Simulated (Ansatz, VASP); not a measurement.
One calculation of ZnSe, two programs

File INCAR:

```
ALGO = Normal
EDIFF = 1E-7
ENCUT = 520
GGA = PS
ISIF = 2
ISMEAR = 0
LASPH = True
LCHARG = False
LREAL = False
LWAVE = False
NBANDS = 26
NELM = 80
PREC = Accurate
SIGMA = 0.02
```

KPOINTS

```
k-points
0
Gamma
  8 8 6
```

POSCAR

```
ZnSe
1.0
    2.7039587305      2.7039587305      0.0000000000
   -2.7039587305      2.7039587305      0.0000000000
    0.0000000000      0.0000000000      5.4079174610
Zn Se
2 2
Direct
    0.0000000000      0.0000000000      0.0000000000
    0.5000000000      0.5000000000      0.5000000000
    0.5000000000      0.0000000000      0.2500000000
    0.0000000000      0.5000000000      0.7500000000
```

Input for Ansatz:

```yaml
crystal:
  lattice:
    - [2.7039587305, 2.7039587305, 0.0]
    - [-2.7039587305, 2.7039587305, 0.0]
    - [0.0, 0.0, 5.407917461]
  atoms:
    - { symbol: Zn, position: [0.0, 0.0, 0.0] }
    - { symbol: Zn, position: [0.5, 0.5, 0.5] }
    - { symbol: Se, position: [0.5, 0.0, 0.25] }
    - { symbol: Se, position: [0.0, 0.5, 0.75] }
basis:
  ecutwfc: 420
kpoints:
  mp_grid: { grid: [8, 8, 6] }
  band_path: { path: [VBM, CBM], npoints: 2 }
hamiltonian:
  xc: pbesol
scf:
  occupations: { method: gaussian, width: 0.02 }
output:
  forces: true
  stress: true
  eigenvalues: true
checkpoint:
  read: start.run
  write: ck
  compress: false
  write_wavefunctions: false
  write_every: 100000
```

Alike in both runs: task single point; functional PBEsol; k mesh 8 × 8 × 6; occupations gaussian, width 0.02 eV; no spin polarisation.

```csv
,VASP,Ansatz
version,VASP 6.6.1,Ansatz 0.2.0
potentials or method,"VASP PAW PBE potentials, release 64 (Zn, Se), cutoff 520 eV","scalar-relativistic, plane waves, PAW"
valence electrons in the cell,36,56
```

```csv
,VASP,Ansatz,Ansatz less VASP
gap on the k mesh at the Fermi level (eV),1.76,1.75,-0.012
least direct gap on the mesh (eV),1.76,1.75,-0.012
pressure (GPa),11.0,10.6,-0.43
```

VASP's potentials were made for PBE, not for PBEsol. With one functional, cell and mesh, what is left measures potentials, basis and numerics. VASP's potentials hold 36 valence electrons a cell and Ansatz's 56, so a difference there can come from the potentials and not from the codes.
